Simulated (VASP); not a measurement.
# CdI2 (P-3m1) in VASP: notebook

CdI2 is run at these levels: PBE, r2SCAN+D3(BJ); tasks: electric field gradients, density of states.

All numbers are computed with VASP 6.6.1; they aren't measurements. Logs are shortened: lines on timing, memory, paths and dates and some standing lists are left out, and cuts for length are marked.

## Step 1: The cell of the first run

The structure is trigonal, space group P-3m1 (No. 164). The conventional cell has a = 4.244 Å, b = 4.244 Å, c = 6.859 Å, α = 90.00°, β = 90.00°, γ = 120.00°. Cd (site symmetry -3m) has 6 I at 2.99 Å within 3.9 Å. I (site symmetry 3m) has 3 Cd at 2.99 Å within 3.9 Å.

## Step 2: Electric field gradients, PBE

Input file INCAR:

```
SYSTEM = CdI2
PREC = Accurate ; ENCUT = 400
EDIFF = 1E-8 ; ISMEAR = -1
SIGMA = 0.03 ; LREAL = .False.
LASPH = .True. ; NELM = 120
ALGO = Normal ; ISIF = 2
LWAVE = .False. ; LCHARG = .False.
GGA = PE ; LEFG = .True.
NBANDS = 20 ; GGA_COMPAT = .False.
```

Input file KPOINTS:

```
Automatic mesh
0
Gamma
  8 8 5
  0 0 0
```

Input file POSCAR:

```
CdI2
1.0
    4.2439992147      0.0000000000      0.0000000000
   -2.1219996073      3.6754111335      0.0000000000
    0.0000000000      0.0000000000      6.8590000000
Cd I
1 2
Direct
    0.0000000000      0.0000000000      0.0000000000
    0.3333333333      0.6666666667      0.2492000000
    0.6666666667      0.3333333333      0.7508000000
```

Potentials or basis: VASP PAW PBE potentials, release 64 (Cd, I).

The run is started by

```sh
cat potpaw_PBE.64/Cd/POTCAR potpaw_PBE.64/I/POTCAR > POTCAR
mpirun -np 1 vasp_std > vasp.out
```

OUTCAR:

```text
SYSTEM = CdI2
   PREC = Accurate
   ENCUT = 400
   EDIFF = 1E-8
   ISMEAR = -1
   LREAL = .False.
   LASPH = .True.
   NELM = 120
   ISIF = 2
   GGA = PE

 ion  position               nearest neighbor table
   1  0.000  0.000  0.000-   2 2.99   3 2.99   2 2.99   3 2.99   3 2.99   2 2.99
   2  0.333  0.667  0.249-   1 2.99   1 2.99   1 2.99
   3  0.667  0.333  0.751-   1 2.99   1 2.99   1 2.99

  LATTYP: Found a hexagonal cell.
 ALAT       =     4.2439992147
 C/A-ratio  =     1.6161642953

  Lattice vectors:

 A1 = (   4.2439992147,   0.0000000000,   0.0000000000)
 A2 = (  -2.1219996073,   3.6754111335,   0.0000000000)
 A3 = (   0.0000000000,   0.0000000000,   6.8590000000)

Analysis of symmetry for initial positions (statically):
=====================================================================
 Subroutine PRICEL returns:
 Original cell was already a primitive cell.

 Routine SETGRP: Setting up the symmetry group for a
 hexagonal supercell.

 Subroutine GETGRP returns: Found 12 space group operations
 (whereof 12 operations were pure point group operations)
 out of a pool of 24 trial point group operations.

The static configuration has the point symmetry D_3d.

Analysis of symmetry for dynamics (positions and initial velocities):
=====================================================================
 Subroutine PRICEL returns:
 Original cell was already a primitive cell.

 Routine SETGRP: Setting up the symmetry group for a
 hexagonal supercell.

 Subroutine GETGRP returns: Found 12 space group operations
 (whereof 12 operations were pure point group operations)
 out of a pool of 24 trial point group operations.

The dynamic configuration has the point symmetry D_3d.

 Subroutine INISYM returns: Found 12 space group operations
 (whereof 12 operations are pure point group operations),
 and found     1 'primitive' translations

----------------------------------------------------------------------------------------

                                     Primitive cell

  volume of cell :     106.9897

[... 119 lines left out ...]
   LEPSILON=     F    determine dielectric tensor
   LRPA    =     F    only Hartree local field effects (RPA)
 non-spin polarized calculation
  energy-cutoff  :      400.00
  volume of cell :      106.99
 maximum number of plane-waves:      1959
   NGX = 13   NGY = 13   NGZ = 23

 number of electron      26.0000017 magnetization

 Free energy of the ion-electron system (eV)
  ---------------------------------------------------
  ext. energy  EPLUGINS =         0.00000000
  ---------------------------------------------------
  free energy    TOTEN  =        -5.48369357 eV

  energy without entropy =       -5.48369357  energy(sigma->0) =       -5.48369357

 E-fermi :   2.7166     XC(G=0):  -8.5706

 val. band max:        2.0334521579   @ k =   0.1250   0.0000   0.2000
 cond. band min:       4.4012365673   @ k =   0.5000   0.0000   0.4000
 fundamental gap:      2.3677844094
 Fermi energy:         2.7165780947

 k-point     1 :       0.0000    0.0000    0.0000
  band No.  band energies     occupation
      1     -10.1048      2.00000
      2      -9.3919      2.00000
      3      -5.5698      2.00000
      4      -5.5698      2.00000
      5      -5.4519      2.00000
      6      -5.3684      2.00000
[... 541 lines left out ...]
     19       9.7823      0.00000
     20      11.1051      0.00000

 [... further k-points ...]
[... 5 lines left out ...]
  --------------------------------------------------------------------------------------
  -------------------------------------------------------------------------------------
  Total        1.1798252      1.1798252      1.1855658      0.0000000      0.0000000     -0.0000000
  in kB       17.6679533     17.6679533     17.7539180      0.0000000      0.0000000     -0.0000000
  external PRESSURE =      17.6966082 kB  Pullay stress =       0.0000000 kB

 VOLUME and BASIS-vectors are now :
 -----------------------------------------------------------------------------
  energy-cutoff  :      400.00
  volume of cell :      106.99
      direct lattice vectors                 reciprocal lattice vectors
     4.243999215  0.000000000  0.000000000     0.235626811  0.136039203  0.000000000
    -2.121999607  3.675411133  0.000000000     0.000000000  0.272078405  0.000000000
     0.000000000  0.000000000  6.859000000     0.000000000  0.000000000  0.145793847

 POSITION                                       TOTAL-FORCE (eV/Angst)
 -----------------------------------------------------------------------------------
      0.00000      0.00000      0.00000        -0.000000      0.000000      0.000000
     -0.00000      2.45027      1.70926        -0.000000      0.000000      0.143961
      2.12200      1.22514      5.14974         0.000000      0.000000     -0.143961
 -----------------------------------------------------------------------------------
    total drift:                               -0.000000      0.000000      0.000000

  FREE ENERGIE OF THE ION-ELECTRON SYSTEM (eV)
  ---------------------------------------------------
  free  energy   TOTEN  =        -5.4836935737 eV

  energy  without entropy=       -5.4836935736  energy(sigma->0) =       -5.48369357

 Electric field gradients (V/A^2)
---------------------------------------------------------------------
 ion       V_xx      V_yy      V_zz      V_xy      V_xz      V_yz
---------------------------------------------------------------------
   1      -0.945    -0.946     1.891    -0.001     0.000    -0.000
   2      27.510    27.510   -55.021    -0.000    -0.000     0.000
   3      27.510    27.510   -55.021    -0.000    -0.000     0.000
---------------------------------------------------------------------

 Electric field gradients after diagonalization (V/A^2)
 (convention: |V_zz| > |V_xx| > |V_yy|)
----------------------------------------------------------------------
 ion       V_xx      V_yy      V_zz     asymmetry (V_yy - V_xx)/ V_zz
----------------------------------------------------------------------
   1      -0.946    -0.944     1.891       0.001
   2      27.510    27.510   -55.021       0.000
   3      27.510    27.510   -55.021       0.000
----------------------------------------------------------------------

           NMR quadrupolar parameters

 Cq : quadrupolar parameter    Cq=e*Q*V_zz/h
 eta: asymmetry parameters     (V_yy - V_xx)/ V_zz
 Q  : nuclear electric quadrupole moment in mb (millibarn)
----------------------------------------------------------------------
 ion       Cq(MHz)       eta       Q (mb)
----------------------------------------------------------------------
   1       0.005       0.001       1.000
   2      -0.133       0.000       1.000
   3      -0.133       0.000       1.000
----------------------------------------------------------------------
```

stdout:

```text
POSCAR found type information on POSCAR CdI
 POSCAR found :  2 types and       3 ions
 scaLAPACK will be used
 LDA part: xc-table for (Slater+PW92), standard interpolation
 POSCAR, INCAR and KPOINTS ok, starting setup
 FFT: planning ... GRIDC
 FFT: planning ... GRID_SOFT
 FFT: planning ... GRID
 WAVECAR not read
 entering main loop
ion   1

ion   2

ion   3
```

It used 94 s of CPU time on 1 thread of AMD EPYC 7R13 Processor (Zen 3), with other jobs on the host.

Results:

```
Free energy            : -5.4837 eV
Pressure               : 1.8 GPa
Largest force          : 0.144 eV/Å
Band gap on the k mesh : 2.37 eV, indirect (least direct gap 2.61 eV)
```

Forces in eV/Å, atoms in the order of the input:
```
Cd   0.000  0.000  0.000
I    0.000  0.000  0.144
I    0.000  0.000 -0.144
```

Levels at points of the mesh, in eV from the valence-band top:
```tsv
k point	band 9	band 10	band 11	band 12	band 13	band 14	band 15	band 16	band 17	band 18
(0.00, 0.00, 0.00)	-0.32	-0.32	-0.17	-0.17	-0.14	2.47	4.45	6.32	6.32	8.37
(0.50, 0.00, 0.00)	-2.77	-2.00	-1.54	-0.71	-0.14	2.66	4.99	5.93	6.50	7.59
```

Electric field gradients, principal values (V/Å²):
| atom | least | middle | greatest (by size) |
| --- | --- | --- | --- |
| 1 Cd | -0.944 | -0.946 | 1.891 |
| 2 I | 27.510 | 27.510 | -55.021 |
| 3 I | 27.510 | 27.510 | -55.021 |

Caveat: without QUAD_EFG the Cq values of the log hold for a quadrupole moment of 1 mb, not for the nuclei; spin-orbit coupling is left out, which moves the levels of the heavy elements; this functional lacks dispersion, which binds the layers, so the pressure and a relaxed spacing across them are unreliable. A k mesh can miss the band edges.

## Step 3: Density of states, PBE

POSCAR is that of step 2.

Input file INCAR.step1:

```
ALGO     = Normal         # electronic algorithm
EDIFF    = 1E-6           # SCF threshold, eV
ENCUT    = 400            # plane-wave cutoff, eV
GGA      = PE             # functional
GGA_COMPAT= False        
ISIF     = 2              # what is computed and relaxed
ISMEAR   = -1             # smearing method
LASPH    = True           # aspherical terms in the spheres
LCHARG   = True           # write CHGCAR
LORBIT   = 11             # projections on sites
LREAL    = False          # projectors in reciprocal space
LWAVE    = False          # write WAVECAR
NBANDS   = 20             # bands
NEDOS    = 2001           # points of the DOS
NELM     = 120            # most SCF steps
PREC     = Accurate       # precision mode
SIGMA    = 0.03           # smearing width, eV
```

Input file KPOINTS.step1:

```
k-points
0
Gamma
  8 8 5
```

Input file INCAR.step2:

```
ALGO     = Normal         # electronic algorithm
EDIFF    = 1E-6           # SCF threshold, eV
ENCUT    = 400            # plane-wave cutoff, eV
GGA      = PE             # functional
GGA_COMPAT= False        
ICHARG   = 11             # starting density
ISIF     = 2              # what is computed and relaxed
ISMEAR   = -5             # smearing method
LASPH    = True           # aspherical terms in the spheres
LCHARG   = False          # write CHGCAR
LORBIT   = 10             # projections on sites
LREAL    = False          # projectors in reciprocal space
LWAVE    = False          # write WAVECAR
NEDOS    = 2001           # points of the DOS
NELM     = 120            # most SCF steps
PREC     = Accurate       # precision mode
SIGMA    = 0.03           # smearing width, eV
```

Input file KPOINTS.step2:

```
k-points
0
Gamma
  12 12 8
```

Potentials or basis: VASP PAW PBE potentials, release 64 (Cd, I).

The run is started by

```sh
cat potpaw_PBE.64/Cd/POTCAR potpaw_PBE.64/I/POTCAR > POTCAR
cp INCAR.step1 INCAR
cp KPOINTS.step1 KPOINTS
mpirun -np 1 vasp_std > vasp.out
cp INCAR.step2 INCAR
cp KPOINTS.step2 KPOINTS
mpirun -np 1 vasp_std > vasp.out
```

It used 220 s of CPU time on 1 thread of AMD EPYC 7R13 Processor (Zen 3) (shared host).

It converged, with:

```
Valence electrons inside the program's atomic spheres : Cd 10.20; I 4.30
```

Levels at points of the mesh, in eV from the valence-band top:
| k point | band 10 | band 11 | band 12 | band 13 | band 14 | band 15 | band 16 | band 17 |
| --- | --- | --- | --- | --- | --- | --- | --- | --- |
| (0.00, 0.00, 0.00) | -0.31 | -0.16 | -0.16 | -0.13 | 2.48 | 4.45 | 6.32 | 6.32 |
| (0.50, 0.00, 0.00) | -2.00 | -1.53 | -0.71 | -0.13 | 2.66 | 5.00 | 5.93 | 6.50 |
| (0.00, 0.00, 0.50) | -0.44 | -0.44 | -0.02 | -0.02 | 3.60 | 4.50 | 6.12 | 6.12 |
| (0.50, 0.00, 0.50) | -1.33 | -1.22 | -0.50 | -0.45 | 2.38 | 4.94 | 5.82 | 6.61 |

Caveat: spin-orbit coupling is left out, which moves the levels of the heavy elements; this functional lacks dispersion, which binds the layers, so the pressure and a relaxed spacing across them are unreliable.

## Step 4: Electric field gradients, r2SCAN+D3(BJ)

POSCAR is that of step 3.

Input file INCAR.step1:

```
  PREC = Accurate
  ENCUT = 440
  ISMEAR = -1
  SIGMA = 0.03
  LREAL = False
  LASPH = True
  NELM = 120
  NBANDS = 20
  GGA = PE
  ALGO = Normal
  EDIFF = 1E-5
  LWAVE = True
  LCHARG = False
  GGA_COMPAT = False
```

Input file INCAR.step2:

```
  PREC = Accurate
  ENCUT = 440
  EDIFF = 1E-8
  ISMEAR = -1
  SIGMA = 0.03
  LREAL = False
  LASPH = True
  NELM = 120
  ALGO = Normal
  ISIF = 2
  LWAVE = False
  LCHARG = False
  METAGGA = R2SCAN
  LMIXTAU = True
  IVDW = 12
  VDW_S6 = 1.0
  VDW_S8 = 0.78981345
  VDW_A1 = 0.49484001
  VDW_A2 = 5.73083694
  LEFG = True
  NBANDS = 20
  ISTART = 1
  GGA_COMPAT = False
```

Input file KPOINTS:

```
Automatic mesh
0
Gamma
  8 8 5
```

Potentials or basis: VASP PAW PBE potentials, release 64 (Cd, I).

The run is started by

```sh
cat potpaw_PBE.64/Cd/POTCAR potpaw_PBE.64/I/POTCAR > POTCAR
cp INCAR.step1 INCAR
mpirun -np 1 vasp_std > vasp.out
cp INCAR.step2 INCAR
mpirun -np 1 vasp_std > vasp.out
```

OUTCAR:

```text
PREC = Accurate
   ENCUT = 440
   EDIFF = 1E-8
   ISMEAR = -1
   LREAL = False
   LASPH = True
   NELM = 120
   ISIF = 2
   METAGGA = R2SCAN
   IVDW = 12
   ISTART = 1
 IVDW          = 12

 ion  position               nearest neighbor table
   1  0.000  0.000  0.000-   2 2.99   3 2.99   2 2.99   3 2.99   3 2.99   2 2.99
   2  0.333  0.667  0.249-   1 2.99   1 2.99   1 2.99
   3  0.667  0.333  0.751-   1 2.99   1 2.99   1 2.99

  LATTYP: Found a hexagonal cell.
 ALAT       =     4.2439992147
 C/A-ratio  =     1.6161642953

  Lattice vectors:

 A1 = (   4.2439992147,   0.0000000000,   0.0000000000)
 A2 = (  -2.1219996073,   3.6754111335,   0.0000000000)
 A3 = (   0.0000000000,   0.0000000000,   6.8590000000)

Analysis of symmetry for initial positions (statically):
=====================================================================
 Subroutine PRICEL returns:
 Original cell was already a primitive cell.

 Routine SETGRP: Setting up the symmetry group for a
 hexagonal supercell.

 Subroutine GETGRP returns: Found 12 space group operations
 (whereof 12 operations were pure point group operations)
 out of a pool of 24 trial point group operations.

The static configuration has the point symmetry D_3d.

Analysis of symmetry for dynamics (positions and initial velocities):
=====================================================================
 Subroutine PRICEL returns:
 Original cell was already a primitive cell.

 Routine SETGRP: Setting up the symmetry group for a
 hexagonal supercell.

 Subroutine GETGRP returns: Found 12 space group operations
[... 167 lines left out ...]
      6      -5.9360      2.00000
[... 541 lines left out ...]
     19      10.0234      0.00000
     20      11.4590      0.00000

 [... further k-points ...]

------------------------ aborting loop because EDIFF is reached ----------------------------------------

 Edisp (eV)   -0.46619

 E8    (eV) :    -0.1623

  FORCE on cell =-STRESS in cart. coord.  units (eV):
  Direction    XX          YY          ZZ          XY          YZ          ZX
  --------------------------------------------------------------------------------------
  -------------------------------------------------------------------------------------
  Total       0.27979     0.27979     0.33459     0.00000    -0.00000     0.00000
  in kB       4.18994     4.18994     5.01052     0.00000    -0.00000     0.00000
  external pressure =        4.46 kB  Pullay stress =        0.00 kB

 VOLUME and BASIS-vectors are now :
 -----------------------------------------------------------------------------
  energy-cutoff  :      440.00
  volume of cell :      106.99
      direct lattice vectors                 reciprocal lattice vectors
     4.243999215  0.000000000  0.000000000     0.235626811  0.136039203  0.000000000
    -2.121999607  3.675411133  0.000000000     0.000000000  0.272078405  0.000000000
     0.000000000  0.000000000  6.859000000     0.000000000  0.000000000  0.145793847

 POSITION                                       TOTAL-FORCE (eV/Angst)
 -----------------------------------------------------------------------------------
      0.00000      0.00000      0.00000        -0.000000      0.000000      0.000000
     -0.00000      2.45027      1.70926        -0.000000      0.000000      0.079909
      2.12200      1.22514      5.14974         0.000000     -0.000000     -0.079909
 -----------------------------------------------------------------------------------
    total drift:                                0.000000     -0.000000      0.000000

  FREE ENERGIE OF THE ION-ELECTRON SYSTEM (eV)
  ---------------------------------------------------
  free  energy   TOTEN  =       -71.8127029004 eV

  energy  without entropy=      -71.8127029004  energy(sigma->0) =      -71.81270290

 Electric field gradients (V/A^2)
---------------------------------------------------------------------
 ion       V_xx      V_yy      V_zz      V_xy      V_xz      V_yz
---------------------------------------------------------------------
   1      -1.007    -1.006     2.014     0.001     0.000    -0.000
   2      27.219    27.220   -54.439     0.000    -0.000     0.000
   3      27.219    27.220   -54.439     0.000    -0.000     0.000
---------------------------------------------------------------------

 Electric field gradients after diagonalization (V/A^2)
 (convention: |V_zz| > |V_xx| > |V_yy|)
----------------------------------------------------------------------
 ion       V_xx      V_yy      V_zz     asymmetry (V_yy - V_xx)/ V_zz
----------------------------------------------------------------------
   1      -1.008    -1.006     2.014       0.001
   2      27.220    27.219   -54.439       0.000
   3      27.220    27.219   -54.439       0.000
----------------------------------------------------------------------

           NMR quadrupolar parameters

 Cq : quadrupolar parameter    Cq=e*Q*V_zz/h
 eta: asymmetry parameters     (V_yy - V_xx)/ V_zz
 Q  : nuclear electric quadrupole moment in mb (millibarn)
----------------------------------------------------------------------
 ion       Cq(MHz)       eta       Q (mb)
----------------------------------------------------------------------
   1       0.005       0.001       1.000
   2      -0.132       0.000       1.000
   3      -0.132       0.000       1.000
----------------------------------------------------------------------
```

It used 470 s of CPU time on 1 thread of AMD EPYC 7R13 Processor (Zen 3), on a shared host.

What came out:

```
Free energy                : -71.8127 eV
Pressure                   : 0.4 GPa
Largest force              : 0.080 eV/Å
Band gap on the k mesh     : 2.81 eV, indirect (least direct gap 3.16 eV)
Dispersion energy per atom : -0.155 eV
```

Forces on the atoms (eV/Å):
```
Cd   0.000  0.000  0.000
I    0.000  0.000  0.080
I    0.000  0.000 -0.080
```

Electric field gradients, principal values (V/Å²):
```tsv
atom	least	middle	greatest (by size)
1 Cd	-1.006	-1.008	2.014
2 I	27.219	27.220	-54.439
3 I	27.219	27.220	-54.439
```

Caveat: without QUAD_EFG the Cq values of the log hold for a quadrupole moment of 1 mb, not for the nuclei; the PAW data sets were made with another functional, which shifts forces and pressure a little; spin-orbit coupling is left out, which moves the levels of the heavy elements. A k mesh can miss the band edges.

## Step 5: The runs side by side

| task | level | cutoff (eV) | k mesh for the DOS | occupations for the DOS | gap on the mesh (eV) | pressure (GPa) | largest force (eV/Å) |
| --- | --- | --- | --- | --- | --- | --- | --- |
| electric field gradients | PBE | 400 | - | - | 2.37 | 1.8 | 0.14 |
| density of states | PBE | 400 | 12 × 12 × 8 | tetrahedron | - | - | - |
| electric field gradients | r2SCAN+D3(BJ) | 440 | - | - | 2.81 | 0.4 | 0.08 |

Alike in all rows: potentials or basis VASP PAW PBE potentials, release 64 (Cd, I); no spin polarisation; cell as given; k mesh 8 × 8 × 5; smearing fermi-dirac 0.03 eV.

Caveats: spin-orbit coupling is left out, which moves the levels of the heavy elements; this functional lacks dispersion, which binds the layers, so the pressure and a relaxed spacing across them are unreliable (some runs); the PAW data sets were made with another functional, which shifts forces and pressure a little (some runs).

Total energies depend on the potentials used, so only differences within one code and one set of settings carry meaning.
